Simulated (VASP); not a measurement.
# ZnS (F-43m) in VASP: further runs, part 2 of 2

VASP 6.6.1. Earlier steps stand in the parts before.

**4. Single point, PBE**

This run uses another cell than the first one, of 20.16 Å³/atom.

INCAR

```
SYSTEM = ZnS
  PREC = Accurate
  ENCUT = 500
  EDIFF = 1E-6
  ISMEAR = 0
  SIGMA = 0.01
  LREAL = .False.
  LASPH = .True.
  NELM = 120
  ALGO = Normal
  ISIF = 2
  LWAVE = .False.
  LCHARG = .False.
  GGA = PE
  NBANDS = 16
  GGA_COMPAT = .False.
```

KPOINTS

```
regular mesh
0
Gamma
  8 8 8
  0 0 0
```

POSCAR

```
ZnS
1.0
    0.0000000000      2.7215931340      2.7215931340
    2.7215931340      0.0000000000      2.7215931340
    2.7215931340      2.7215931340      0.0000000000
Zn S
1 1
Direct
    0.0000000000      0.0000000000      0.0000000000
    0.2500000000      0.2500000000      0.2500000000
```

Potentials or basis: VASP PAW PBE potentials, release 64 (Zn, S).

Run with:

```bash
cat potpaw_PBE.64/Zn/POTCAR potpaw_PBE.64/S/POTCAR > POTCAR
mpirun -np 1 vasp_std > vasp.out
```

OUTCAR:

```text
SYSTEM = ZnS
   PREC = Accurate
   ENCUT = 500
   EDIFF = 1E-6
   ISMEAR = 0
   LREAL = .False.
   LASPH = .True.
   NELM = 120
   ISIF = 2
   GGA = PE

 ion  position               nearest neighbor table
   1  0.000  0.000  0.000-   2 2.36   2 2.36   2 2.36   2 2.36
   2  0.250  0.250  0.250-   1 2.36   1 2.36   1 2.36   1 2.36

  LATTYP: Found a face centered cubic cell.
 ALAT       =     5.4431862680

  Lattice vectors:

 A1 = (   0.0000000000,   2.7215931340,   2.7215931340)
 A2 = (   2.7215931340,   0.0000000000,   2.7215931340)
 A3 = (   2.7215931340,   2.7215931340,   0.0000000000)

Analysis of symmetry for initial positions (statically):
=====================================================================
 Subroutine PRICEL returns:
 Original cell was already a primitive cell.

 Routine SETGRP: Setting up the symmetry group for a
 face centered cubic supercell.

 Subroutine GETGRP returns: Found 24 space group operations
 (whereof 24 operations were pure point group operations)
 out of a pool of 48 trial point group operations.

The static configuration has the point symmetry T_d .

Analysis of symmetry for dynamics (positions and initial velocities):
=====================================================================
 Subroutine PRICEL returns:
 Original cell was already a primitive cell.

 Routine SETGRP: Setting up the symmetry group for a
 face centered cubic supercell.

 Subroutine GETGRP returns: Found 24 space group operations
 (whereof 24 operations were pure point group operations)
 out of a pool of 48 trial point group operations.

The dynamic configuration has the point symmetry T_d .

 Subroutine INISYM returns: Found 24 space group operations
 (whereof 24 operations are pure point group operations),
 and found     1 'primitive' translations

----------------------------------------------------------------------------------------

                                     Primitive cell

  volume of cell :      40.3181

  direct lattice vectors                    reciprocal lattice vectors
     0.000000000  2.721593134  2.721593134    -0.183715925  0.183715925  0.183715925
     2.721593134  0.000000000  2.721593134     0.183715925 -0.183715925  0.183715925
     2.721593134  2.721593134  0.000000000     0.183715925  0.183715925 -0.183715925

  length of vectors
     3.848913921  3.848913921  3.848913921     0.318205316  0.318205316  0.318205316

  position of ions in fractional coordinates (direct lattice)
     0.000000000  0.000000000  0.000000000
     0.250000000  0.250000000  0.250000000

  ion indices of the primitive-cell ions
   primitive index   ion index
                 1           1
                 2           2

----------------------------------------------------------------------------------------

 KPOINTS: regular mesh

Automatic generation of k-mesh.
 Grid dimensions read from file:
 generate k-points for:    8    8    8

 Generating k-lattice:

  Cartesian coordinates                     Fractional coordinates (reciprocal lattice)
    -0.022964491  0.022964491  0.022964491     0.125000000  0.000000000  0.000000000
     0.022964491 -0.022964491  0.022964491     0.000000000  0.125000000  0.000000000
     0.022964491  0.022964491 -0.022964491     0.000000000  0.000000000  0.125000000

  Length of vectors
     0.039775665  0.039775665  0.039775665

  Shift w.r.t. Gamma in fractional coordinates (k-lattice)
     0.000000000  0.000000000  0.000000000

 Subroutine IBZKPT returns following result:
 ===========================================

 Found     29 irreducible k-points:

 Following reciprocal coordinates:
            Coordinates               Weight
  0.000000  0.000000  0.000000      1.000000
  0.125000  0.000000  0.000000      8.000000
  0.250000  0.000000  0.000000      8.000000
  0.375000  0.000000  0.000000      8.000000
  0.500000  0.000000  0.000000      4.000000
  0.125000  0.125000  0.000000      6.000000
[... 16 lines left out ...]
  0.500000  0.250000  0.125000     48.000000
 -0.375000  0.250000  0.125000     24.000000
 [... further k-points ...]
   k-points           NKPTS =     29   k-points in BZ     NKDIM =     29   number of bands    NBANDS=     16
   number of dos      NEDOS =    301   number of ions     NIONS =      2
   total plane-waves  NPLWV =  21952
   dimension x,y,z NGX =    28 NGY =   28 NGZ =   28
   dimension x,y,z NGXF=    56 NGYF=   56 NGZF=   56
   ions per type =               1   1
   NGX,Y,Z   is equivalent  to a cutoff of  12.09, 12.09, 12.09 a.u.
   NGXF,Y,Z  is equivalent  to a cutoff of  24.19, 24.19, 24.19 a.u.
 SYSTEM =  ZnS
   PREC   = accura    normal or accurate (medium, high low for compatibility)
   ISTART =      0    job   : 0-new  1-cont  2-samecut
   ICHARG =      2    charge: 1-file 2-atom 10-const
   ISPIN  =      1    spin polarized calculation?
   LNONCOLLINEAR =      F non collinear calculations
   LSORBIT =      F    spin-orbit coupling
   LASPH  =      T    aspherical Exc in radial PAW
   ENCUT  =  500.0 eV  36.75 Ry    6.06 a.u.   7.02  7.02  7.02*2*pi/ulx,y,z
   NELM   =    120;   NELMIN=  2; NELMDL= -5     # of ELM steps
   EDIFF  = 0.1E-05   stopping-criterion for ELM
   LREAL  =      F    real-space projection
   EDIFFG = 0.1E-04   stopping-criterion for IOM
   NSW    =      0    number of steps for IOM
   IBRION =     -1    ionic relax: 0-MD 1-quasi-New 2-CG
   NFREE  =      0    steps in history (QN), initial steepest desc. (CG)
   ISIF   =      2    stress and relaxation
   ISYM   =      2    0-nonsym 1-usesym 2-fastsym
   POTIM  = 0.5000    time-step for ionic-motion
   TEBEG  =    0.0;   TEEND  =   0.0 temperature during run
   PSTRESS=    0.0 pullay stress
   NELECT =      18.0000    total number of electrons
   NUPDOWN=      -1.0000    fix difference up-down
   EMIN   =  10.00;   EMAX   =-10.00  energy-range for DOS
   EFERMI =   0.00;   METHOD = LEGACY
   ISMEAR =     0;   SIGMA  =   0.01  broadening in eV -4-tet -1-fermi 0-gaus
   EFERMI_NEDOS =   21; number of points for ismear=-14 and -15
   IALGO  =     38    algorithm
   IMIX   =      4    mixing-type and parameters
     AMIX     =   0.40;   BMIX     =  1.00
     AMIX_MAG =   1.60;   BMIX_MAG =  1.00
  volume/ion in A,a.u.               =      20.16       136.04
  Fermi-wavevector in a.u.,A,eV,Ry     =   1.251217  2.364456 21.300502  1.565543
  Thomas-Fermi vector in A             =   2.385174
   LORBIT       =      0    0 simple, 1 ext, 2 COOP (PROOUT), +10 PAW based schemes
   GGA     = PE    functional components
   LHFCALC =     F    Hartree Fock is set to
   AEXX    =    0.0000 exact exchange contribution
   IVDW    =     0    specifies the selected vdW correction
   LEPSILON=     F    determine dielectric tensor
   LRPA    =     F    only Hartree local field effects (RPA)
 non-spin polarized calculation
 Gauss-broadening in eV      SIGMA  =   0.01
  energy-cutoff  :      500.00
  volume of cell :       40.32
 maximum number of plane-waves:      1036
   NGX = 13   NGY = 13   NGZ = 13

 number of electron      17.9999988 magnetization

 Free energy of the ion-electron system (eV)
  ---------------------------------------------------
  ext. energy  EPLUGINS =         0.00000000
  ---------------------------------------------------
  free energy    TOTEN  =        -6.85210821 eV

  energy without entropy =       -6.85210821  energy(sigma->0) =       -6.85210821

 E-fermi :   2.0312     XC(G=0):  -9.5286

 val. band max:        1.9077084876   @ k =   0.0000   0.0000   0.0000
 cond. band min:       3.9268988380   @ k =   0.0000   0.0000   0.0000
 fundamental gap:      2.0191903504
 Fermi energy:         2.0311963890

 k-point     1 :       0.0000    0.0000    0.0000
  band No.  band energies     occupation
      1     -11.0840      2.00000
      2      -4.3483      2.00000
      3      -4.3483      2.00000
      4      -4.3483      2.00000
      5      -3.8755      2.00000
      6      -3.8755      2.00000
[... 8 lines left out ...]
     15      13.6447      0.00000
     16      13.6564      0.00000
[... 419 lines left out ...]
 k-point    24 :      -0.3750    0.2500    0.1250
  band No.  band energies     occupation
      1     -10.0502      2.00000
      2      -4.2241      2.00000
      3      -4.1714      2.00000
      4      -3.9231      2.00000
      5      -3.8631      2.00000
      6      -3.6168      2.00000
[... 8 lines left out ...]
     15      15.2890      0.00000
     16      16.0680      0.00000

 [... further k-points ...]

------------------------ aborting loop because EDIFF is reached ----------------------------------------

  FORCE on cell =-STRESS in cart. coord.  units (eV):
  Direction    XX          YY          ZZ          XY          YZ          ZX
  --------------------------------------------------------------------------------------
  -------------------------------------------------------------------------------------
  Total        0.0388192      0.0388192      0.0388192      0.0000000     -0.0000000      0.0000000
  in kB        1.5426132      1.5426132      1.5426132      0.0000000     -0.0000000      0.0000000
  external PRESSURE =       1.5426132 kB  Pullay stress =       0.0000000 kB

 VOLUME and BASIS-vectors are now :
 -----------------------------------------------------------------------------
  energy-cutoff  :      500.00
  volume of cell :       40.32
      direct lattice vectors                 reciprocal lattice vectors
     0.000000000  2.721593134  2.721593134    -0.183715925  0.183715925  0.183715925
     2.721593134  0.000000000  2.721593134     0.183715925 -0.183715925  0.183715925
     2.721593134  2.721593134  0.000000000     0.183715925  0.183715925 -0.183715925

 POSITION                                       TOTAL-FORCE (eV/Angst)
 -----------------------------------------------------------------------------------
      0.00000      0.00000      0.00000        -0.000000     -0.000000     -0.000000
      1.36080      1.36080      1.36080         0.000000      0.000000      0.000000
 -----------------------------------------------------------------------------------
    total drift:                                0.000000      0.000000      0.000000

  FREE ENERGIE OF THE ION-ELECTRON SYSTEM (eV)
  ---------------------------------------------------
  free  energy   TOTEN  =        -6.8521082063 eV

  energy  without entropy=       -6.8521082063  energy(sigma->0) =       -6.85210821
```

stdout:

```text
POSCAR found type information on POSCAR ZnS
 POSCAR found :  2 types and       2 ions
 scaLAPACK will be used
 LDA part: xc-table for (Slater+PW92), standard interpolation
 POSCAR, INCAR and KPOINTS ok, starting setup
 FFT: planning ... GRIDC
 FFT: planning ... GRID_SOFT
 FFT: planning ... GRID
 WAVECAR not read
 entering main loop
```

Wall time 26 s (1 thread of Intel Xeon 8259CL, shared host); peak memory 0.16 GiB.

Results:

```yaml
Free_energy: -6.8521 eV
Pressure: 0.2 GPa
Band_gap_on_the_k_mesh: 2.02 eV
```

**5. Single point, PBE**

This run uses another cell than the first one, of 20.16 Å³/atom.

INCAR

```
ALGO = Normal ; EDIFF = 1E-6
ENCUT = 500 ; GGA = PE
GGA_COMPAT = False ; ISIF = 2
ISMEAR = 0 ; LASPH = True
LCHARG = True ; LELF = True
LREAL = False ; LVHAR = True
LWAVE = False ; NBANDS = 16
NELM = 120 ; PREC = Accurate
SIGMA = 0.01
```

KPOINTS

```
k-points
0
Gamma
  8 8 8
```

POSCAR is that of step 4.

Potentials or basis: VASP PAW PBE potentials, release 64 (Zn, S).

Run with:

```bash
cat potpaw_PBE.64/Zn/POTCAR potpaw_PBE.64/S/POTCAR > POTCAR
mpirun -np 1 vasp_std > vasp.out
```

OUTCAR:

```text
EDIFF = 1E-6
   ENCUT = 500
   GGA = PE
   ISIF = 2
   ISMEAR = 0
   LASPH = True
   LREAL = False
   NELM = 120
   PREC = Accurate

 ion  position               nearest neighbor table
   1  0.000  0.000  0.000-   2 2.36   2 2.36   2 2.36   2 2.36
   2  0.250  0.250  0.250-   1 2.36   1 2.36   1 2.36   1 2.36

  LATTYP: Found a face centered cubic cell.
 ALAT       =     5.4431862680

  Lattice vectors:

 A1 = (   0.0000000000,   2.7215931340,   2.7215931340)
[... 642 lines left out ...]
------------------------ aborting loop because EDIFF is reached ----------------------------------------

  FORCE on cell =-STRESS in cart. coord.  units (eV):
  Direction    XX          YY          ZZ          XY          YZ          ZX
  --------------------------------------------------------------------------------------
  -------------------------------------------------------------------------------------
  Total        0.0388192      0.0388192      0.0388192      0.0000000     -0.0000000      0.0000000
  in kB        1.5426132      1.5426132      1.5426132      0.0000000     -0.0000000      0.0000000
  external PRESSURE =       1.5426132 kB  Pullay stress =       0.0000000 kB

 VOLUME and BASIS-vectors are now :
 -----------------------------------------------------------------------------
  energy-cutoff  :      500.00
  volume of cell :       40.32
      direct lattice vectors                 reciprocal lattice vectors
     0.000000000  2.721593134  2.721593134    -0.183715925  0.183715925  0.183715925
     2.721593134  0.000000000  2.721593134     0.183715925 -0.183715925  0.183715925
     2.721593134  2.721593134  0.000000000     0.183715925  0.183715925 -0.183715925

 POSITION                                       TOTAL-FORCE (eV/Angst)
 -----------------------------------------------------------------------------------
      0.00000      0.00000      0.00000        -0.000000     -0.000000     -0.000000
      1.36080      1.36080      1.36080         0.000000      0.000000      0.000000
 -----------------------------------------------------------------------------------
    total drift:                                0.000000      0.000000      0.000000

  FREE ENERGIE OF THE ION-ELECTRON SYSTEM (eV)
  ---------------------------------------------------
  free  energy   TOTEN  =        -6.8521082063 eV

  energy  without entropy=       -6.8521082063  energy(sigma->0) =       -6.85210821
```

OSZICAR:

```text
N       E                     dE             d eps       ncg     rms          rms(c)
DAV:   1     0.899444234141E+02    0.89944E+02   -0.89082E+03   928   0.130E+03
DAV:   2    -0.131240511058E+01   -0.91257E+02   -0.84843E+02  1048   0.257E+02
DAV:   3    -0.721596538111E+01   -0.59036E+01   -0.58802E+01  1168   0.635E+01
DAV:   4    -0.727850665534E+01   -0.62541E-01   -0.62531E-01  1088   0.709E+00
DAV:   5    -0.727924471540E+01   -0.73806E-03   -0.73805E-03  1192   0.713E-01    0.661E+00
DAV:   6    -0.687193063792E+01    0.40731E+00   -0.73408E-01  1376   0.296E+01    0.519E+00
DAV:   7    -0.685237743903E+01    0.19553E-01   -0.24211E-01  1136   0.438E+00    0.265E+00
DAV:   8    -0.685167151376E+01    0.70593E-03   -0.49571E-03  1176   0.793E-01    0.685E-01
DAV:   9    -0.685194117335E+01   -0.26966E-03   -0.11875E-03  1120   0.277E-01    0.102E-01
DAV:  10    -0.685211548967E+01   -0.17432E-03   -0.23069E-04  1088   0.143E-01    0.556E-02
DAV:  11    -0.685210735025E+01    0.81394E-05   -0.36681E-05  1080   0.902E-02    0.718E-03
DAV:  12    -0.685210820634E+01   -0.85609E-06   -0.43683E-06  1232   0.216E-02
   1 F= -.68521082E+01 E0= -.68521082E+01  d E =-.196094E-70
```

It took 29 s on 1 thread of Intel Xeon 8259CL, shared host; peak memory 0.16 GiB.

Results:

```
Free energy            : -6.8521 eV
Pressure               : 0.2 GPa
Band gap on the k mesh : 2.02 eV
```

**6. Relaxation of cell and atoms, PBE**

INCAR

```
SYSTEM = ZnS
ALGO     = Normal         ! electronic algorithm
EDIFF    = 1E-7           ! SCF threshold, eV
EDIFFG   = -0.002         ! ionic threshold
ENCUT    = 500            ! plane-wave cutoff, eV
GGA      = PE             ! functional
GGA_COMPAT= .False.      
IBRION   = 2              ! ionic algorithm
ISIF     = 3              ! what is computed and relaxed
ISMEAR   = 0              ! smearing method
LASPH    = .True.         ! aspherical terms in the spheres
LCHARG   = .False.        ! write CHGCAR
LREAL    = .False.        ! projectors in reciprocal space
LWAVE    = .False.        ! write WAVECAR
NELM     = 120            ! most SCF steps
NELMIN   = 4            
NSW      = 100            ! ionic steps
PREC     = Accurate       ! precision mode
SIGMA    = 0.02           ! smearing width, eV
```

KPOINTS

```
k-points
0
Gamma
  8 8 8
  0 0 0
```

POSCAR

```
ZnS
1.0
    0.0000000000      2.7050000000      2.7050000000
    2.7050000000      0.0000000000      2.7050000000
    2.7050000000      2.7050000000      0.0000000000
Zn S
1 1
Direct
    0.0000000000      0.0000000000      0.0000000000
    0.2500000000      0.2500000000      0.2500000000
```

Potentials or basis: VASP PAW PBE potentials, release 64 (Zn, S).

Run with:

```bash
cat potpaw_PBE.64/Zn/POTCAR potpaw_PBE.64/S/POTCAR > POTCAR
mpirun -np 1 vasp_std > vasp.out
```

It took 63 s on 1 thread of Intel Xeon 8259CL, shared host; peak memory 0.16 GiB.

It converged, with:

| Property | Result |
| --- | --- |
| Free energy | -6.8519 eV |
| Relaxed volume | 20.20 Å³/atom |
| Relaxed cell | a = 3.852 Å, b = 3.852 Å, c = 3.852 Å, α = 60.00°, β = 60.00°, γ = 60.00° |
| Space group after relaxing (to 0.1 Å) | F-43m (No. 216) |
| Energy gained by relaxing | 1.9 meV/atom |
| Ionic steps | 3 |
| Pressure after relaxing | 0.0 GPa |
| Band gap on the k mesh | 2.01 eV |

The path:
```csv
step,energy change (eV),largest force (eV/Å),pressure (GPa),volume (Å³)
1,0.0000,0.0000,1.50,39.59
2,-0.0034,0.0000,-0.42,40.65
3,-0.0037,0.0000,0.00,40.40
```

Final structure:
```
Zn S
1.0
     0.00000    2.72346    2.72346
     2.72346    0.00000    2.72346
     2.72346    2.72346    0.00000
Zn S
1 1
Cartesian
  0.0000 0.0000 0.0000
  1.3617 1.3617 1.3617
```

Levels at points of the mesh, in eV from the valence-band top:
```csv
k point,band 5,band 6,band 7,band 8,band 9,band 10,band 11,band 12,band 13
"(0.00, 0.00, 0.00)",-5.78,-5.78,0.00,0.00,0.00,2.01,6.41,6.41,6.41
"(0.50, 0.00, 0.00)",-5.75,-5.58,-5.14,-0.83,-0.83,3.26,6.94,6.94,8.79
"(0.50, 0.50, 0.00)",-5.71,-5.57,-4.47,-2.13,-2.13,3.46,4.07,10.81,11.81
```

**7. Overview**

```csv
task,cell,k mesh,smearing,gap on the mesh (eV),pressure (GPa)
single point,"a = 3.825 Å, angles 60.0°, 2 atoms",6 × 6 × 6,gaussian 0.1 eV,2.10,1.5
single point,"a = 3.849 Å, angles 60.0°, 2 atoms",8 × 8 × 8,gaussian 0.02 eV,2.02,0.2
single point,"a = 3.849 Å, angles 60.0°, 2 atoms",8 × 8 × 8,gaussian 0.01 eV,2.02,0.2
relaxation of cell and atoms,"relaxed from a = 3.825 Å, angles 60.0°, 2 atoms",8 × 8 × 8,gaussian 0.02 eV,2.01,0.0
```

Alike in all rows: level PBE; potentials or basis VASP PAW PBE potentials, release 64 (Zn, S); no spin polarisation; cutoff (eV) 500.

Total energies depend on the potentials used, so only differences within one code and one set of settings carry meaning.
